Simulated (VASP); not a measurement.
# TaN (P-6m2) in VASP: a series of runs, part 2 of 2

VASP 6.6.1. Earlier steps stand in the parts before.

## (3) Electric field gradients, r2SCAN (volume scaled by 0.98)

Contents of POSCAR:

```
TaN
1.0
    2.9202104280      0.0000000000      0.0000000000
   -1.4601052140      2.5289764151      0.0000000000
    0.0000000000      0.0000000000      2.8707773473
Ta N
1 1
Direct
    0.0000000000      0.0000000000      0.5000000000
    0.6666666667      0.3333333333      0.0000000000
```

Contents of INCAR.step1:

```
  PREC = Accurate
  ENCUT = 520
  ISMEAR = -1
  SIGMA = 0.05
  LREAL = F
  LASPH = T
  NELM = 80
  NBANDS = 15
  GGA = PE
  ALGO = Normal
  EDIFF = 1E-4
  LWAVE = T
  LCHARG = F
```

Contents of INCAR.step2:

```
  PREC = Accurate
  ENCUT = 520
  EDIFF = 1E-8
  ISMEAR = -1
  SIGMA = 0.05
  LREAL = F
  LASPH = T
  NELM = 80
  ALGO = Normal
  ISIF = 2
  LWAVE = F
  LCHARG = F
  METAGGA = R2SCAN
  LMIXTAU = T
  LEFG = T
  NBANDS = 15
  ISTART = 1
```

Contents of KPOINTS:

```
regular mesh
0
Gamma
  13 13 11
```

Potentials or basis: VASP PAW PBE potentials, release 64 (Ta_pv, N).

Launch:

```console
$ cat potpaw_PBE.64/Ta_pv/POTCAR potpaw_PBE.64/N/POTCAR > POTCAR
$ cp INCAR.step1 INCAR
$ mpirun -np 1 vasp_std > vasp.out
$ cp INCAR.step2 INCAR
$ mpirun -np 1 vasp_std > vasp.out
```

OUTCAR:

```text
PREC = Accurate
   ENCUT = 520
   EDIFF = 1E-8
   ISMEAR = -1
   LREAL = F
   LASPH = T
   NELM = 80
   ISIF = 2
   METAGGA = R2SCAN
   ISTART = 1

 ion  position               nearest neighbor table
   1  0.000  0.000  0.500-   2 2.21   2 2.21   2 2.21   2 2.21   2 2.21   2 2.21
   2  0.667  0.333  0.000-   1 2.21   1 2.21   1 2.21   1 2.21   1 2.21   1 2.21

  LATTYP: Found a hexagonal cell.
 ALAT       =     2.9202104280
 C/A-ratio  =     0.9830720827

  Lattice vectors:

 A1 = (   2.9202104280,   0.0000000000,   0.0000000000)
 A2 = (  -1.4601052140,   2.5289764151,   0.0000000000)
 A3 = (   0.0000000000,   0.0000000000,   2.8707773473)

Analysis of symmetry for initial positions (statically):
=====================================================================
 Subroutine PRICEL returns:
 Original cell was already a primitive cell.

 Routine SETGRP: Setting up the symmetry group for a
 hexagonal supercell.

 Subroutine GETGRP returns: Found 12 space group operations
 (whereof 12 operations were pure point group operations)
 out of a pool of 24 trial point group operations.

The static configuration has the point symmetry D_3h.

Analysis of symmetry for dynamics (positions and initial velocities):
=====================================================================
 Subroutine PRICEL returns:
 Original cell was already a primitive cell.

 Routine SETGRP: Setting up the symmetry group for a
 hexagonal supercell.

 Subroutine GETGRP returns: Found 12 space group operations
 (whereof 12 operations were pure point group operations)
 out of a pool of 24 trial point group operations.

The dynamic configuration has the point symmetry D_3h.

 Subroutine INISYM returns: Found 12 space group operations
 (whereof 12 operations are pure point group operations),
 and found     1 'primitive' translations

----------------------------------------------------------------------------------------

                                     Primitive cell

  volume of cell :      21.2011

  direct lattice vectors                    reciprocal lattice vectors
     2.920210428  0.000000000  0.000000000     0.342441076  0.197708447  0.000000000
    -1.460105214  2.528976415  0.000000000     0.000000000  0.395416894  0.000000000
     0.000000000  0.000000000  2.870777347     0.000000000  0.000000000  0.348337708

  length of vectors
     2.920210428  2.920210428  2.870777347     0.395416894  0.395416894  0.348337708

  position of ions in fractional coordinates (direct lattice)
     0.000000000  0.000000000  0.500000000
     0.666666667  0.333333333  0.000000000

  ion indices of the primitive-cell ions
   primitive index   ion index
                 1           1
                 2           2

----------------------------------------------------------------------------------------

 KPOINTS: regular mesh

Automatic generation of k-mesh.
 Grid dimensions read from file:
 generate k-points for:   13   13   11

 Generating k-lattice:

[... 81 lines left out ...]
     AMIX_MAG =   1.60;   BMIX_MAG =  1.00
  volume/ion in A,a.u.               =      10.60        71.54
  Fermi-wavevector in a.u.,A,eV,Ry     =   1.490489  2.816615 30.226111  2.221556
  Thomas-Fermi vector in A             =   2.603264
   LORBIT       =      0    0 simple, 1 ext, 2 COOP (PROOUT), +10 PAW based schemes
   METAGGA = R2SCAN    functional components
   LHFCALC =     F    Hartree Fock is set to
   AEXX    =    0.0000 exact exchange contribution
   IVDW    =     0    specifies the selected vdW correction
   LEPSILON=     F    determine dielectric tensor
   LRPA    =     F    only Hartree local field effects (RPA)
 non-spin polarized calculation
  energy-cutoff  :      520.00
  volume of cell :       21.20
 maximum number of plane-waves:       599
 NGX is ok and might be reduce to    24
   NGX = 11   NGY = 11   NGZ = 11

 number of electron      16.0000000 magnetization

 Free energy of the ion-electron system (eV)
  ---------------------------------------------------
  ext. energy  EPLUGINS =         0.00000000
  ---------------------------------------------------
  free energy    TOTEN  =       -60.38570092 eV

  energy without entropy =      -60.38529125  energy(sigma->0) =      -60.38549609

 E-fermi :   8.4022     XC(G=0): -14.4509

 val. band max:        8.3337471491   @ k =   0.0000   0.0000   0.2727
 cond. band min:       8.5313885577   @ k =   0.0000   0.0000   0.3636
 fundamental gap:      0.1976414086
 Fermi energy:         8.4022442552

 k-point     1 :       0.0000    0.0000    0.0000
  band No.  band energies     occupation
      1     -27.7055      2.00000
      2     -27.4303      2.00000
      3     -27.4303      2.00000
      4     -10.5437      2.00000
      5       3.5005      2.00000
      6       3.5005      2.00000
      7       3.9133      2.00000
      8       5.2122      2.00000
      9      11.0223      0.00000
     10      12.2135      0.00000
     11      12.2135      0.00000
     12      12.7115      0.00000
     13      12.7115      0.00000
     14      19.0649      0.00000
[... 401 lines left out ...]
      2     -27.6801      2.00000
      3     -27.4793      2.00000
      4      -9.9113      2.00000
      5       2.3823      2.00000
      6       3.4994      2.00000
      7       3.8839      2.00000
      8       5.4482      2.00000
      9      11.0525      0.00000
     10      11.1970      0.00000
     11      12.5860      0.00000
     12      13.4385      0.00000
     13      13.7712      0.00000
     14      19.0649      0.00000
     15      22.3596      0.00000

 [... further k-points ...]

------------------------ aborting loop because EDIFF is reached ----------------------------------------

  FORCE on cell =-STRESS in cart. coord.  units (eV):
  Direction    XX          YY          ZZ          XY          YZ          ZX
  --------------------------------------------------------------------------------------
  -------------------------------------------------------------------------------------
  Total        0.9775558      0.9775558      1.0435042      0.0000000      0.0000000      0.0000000
  in kB       73.8743534     73.8743534     78.8581082      0.0000000      0.0000000      0.0000000
  external PRESSURE =      75.5356050 kB  Pullay stress =       0.0000000 kB

 VOLUME and BASIS-vectors are now :
 -----------------------------------------------------------------------------
  energy-cutoff  :      520.00
  volume of cell :       21.20
      direct lattice vectors                 reciprocal lattice vectors
     2.920210428  0.000000000  0.000000000     0.342441076  0.197708447  0.000000000
    -1.460105214  2.528976415  0.000000000     0.000000000  0.395416894  0.000000000
     0.000000000  0.000000000  2.870777347     0.000000000  0.000000000  0.348337708

 POSITION                                       TOTAL-FORCE (eV/Angst)
 -----------------------------------------------------------------------------------
      0.00000      0.00000      1.43539         0.000000     -0.000000      0.000000
      1.46011      0.84299      0.00000        -0.000000      0.000000      0.000000
 -----------------------------------------------------------------------------------
    total drift:                                0.000000     -0.000000      0.000000

  FREE ENERGIE OF THE ION-ELECTRON SYSTEM (eV)
  ---------------------------------------------------
  free  energy   TOTEN  =       -60.3857009239 eV

  energy  without entropy=      -60.3852912546  energy(sigma->0) =      -60.38549609

 Electric field gradients (V/A^2)
---------------------------------------------------------------------
 ion       V_xx      V_yy      V_zz      V_xy      V_xz      V_yz
---------------------------------------------------------------------
   1      -3.317    -3.317     6.633     0.000     0.000     0.000
   2      -0.248    -0.247     0.494     0.001     0.000    -0.000
---------------------------------------------------------------------

 Electric field gradients after diagonalization (V/A^2)
 (convention: |V_zz| > |V_xx| > |V_yy|)
----------------------------------------------------------------------
 ion       V_xx      V_yy      V_zz     asymmetry (V_yy - V_xx)/ V_zz
----------------------------------------------------------------------
   1      -3.317    -3.316     6.633       0.000
   2      -0.248    -0.246     0.494       0.004
----------------------------------------------------------------------

           NMR quadrupolar parameters

 Cq : quadrupolar parameter    Cq=e*Q*V_zz/h
 eta: asymmetry parameters     (V_yy - V_xx)/ V_zz
 Q  : nuclear electric quadrupole moment in mb (millibarn)
----------------------------------------------------------------------
 ion       Cq(MHz)       eta       Q (mb)
----------------------------------------------------------------------
   1       0.016       0.000       1.000
   2       0.001       0.004       1.000
----------------------------------------------------------------------
```

OUTCAR.step1:

```text
PREC = Accurate
   ENCUT = 520
   ISMEAR = -1
   LREAL = F
   LASPH = T
   NELM = 80
[... 652 lines left out ...]
 -----------------------------------------------------------------------------------
      0.00000      0.00000      1.43539         0.000000      0.000000      0.000000
      1.46011      0.84299      0.00000        -0.000000      0.000000      0.000000
 -----------------------------------------------------------------------------------
    total drift:                               -0.000000      0.000000      0.000000

  FREE ENERGIE OF THE ION-ELECTRON SYSTEM (eV)
  ---------------------------------------------------
  free  energy   TOTEN  =       -22.4217832343 eV

  energy  without entropy=      -22.4211896321  energy(sigma->0) =      -22.42148643
```

OSZICAR.step1:

```text
N       E                     dE             d eps       ncg     rms          rms(c)
DAV:   1     0.938391667144E+02    0.93839E+02   -0.88166E+03  3796   0.112E+03
DAV:   2    -0.219843581839E+02   -0.11582E+03   -0.10983E+03  4634   0.307E+02
DAV:   3    -0.249348706877E+02   -0.29505E+01   -0.29409E+01  4270   0.474E+01
DAV:   4    -0.249465175986E+02   -0.11647E-01   -0.11644E-01  5047   0.326E+00
DAV:   5    -0.249465822876E+02   -0.64689E-04   -0.64688E-04  4255   0.229E-01    0.243E+01
DAV:   6    -0.224953615549E+02    0.24512E+01   -0.40089E+00  4838   0.237E+01    0.103E+01
DAV:   7    -0.224491369703E+02    0.46225E-01   -0.60334E-01  4179   0.612E+00    0.718E+00
DAV:   8    -0.224303767153E+02    0.18760E-01   -0.14764E-01  4613   0.328E+00    0.173E+00
DAV:   9    -0.224217837225E+02    0.85930E-02   -0.16514E-02  4095   0.109E+00    0.172E-01
DAV:  10    -0.224218539684E+02   -0.70246E-04   -0.11976E-03  4613   0.386E-01    0.982E-02
DAV:  11    -0.224217832343E+02    0.70734E-04   -0.89510E-05  2632   0.101E-01
   1 F= -.22421783E+02 E0= -.22421486E+02  d E =-.593602E-03
```

Run time: 95 s. Hardware: 1 thread of Intel Xeon 6975P-C, shared host; peak memory 0.18 GiB.

Results:

- Free energy: -60.3857 eV
- Pressure: 7.6 GPa
- Band gap on the k mesh: zero (band 8 reaches 8.53 eV, above the bottom of band 9 at 8.32 eV)

Levels at points of the mesh, in eV from the Fermi level:
```csv
k point,band 4,band 5,band 6,band 7,band 8,band 9,band 10,band 11,band 12,band 13
"(0.00, 0.00, 0.00)",-18.95,-4.90,-4.90,-4.49,-3.19,2.62,3.81,3.81,4.31,4.31
```

Electric field gradients, principal values (V/Å²):
```csv
atom,least,middle,greatest (by size)
1 Ta,-3.316,-3.317,6.633
2 N,-0.246,-0.248,0.494
```

Caveat: without QUAD_EFG the Cq values of the log hold for a quadrupole moment of 1 mb, not for the nuclei; the PAW data sets were made with another functional, which shifts forces and pressure a little; spin-orbit coupling is left out, which moves the levels of the heavy elements.
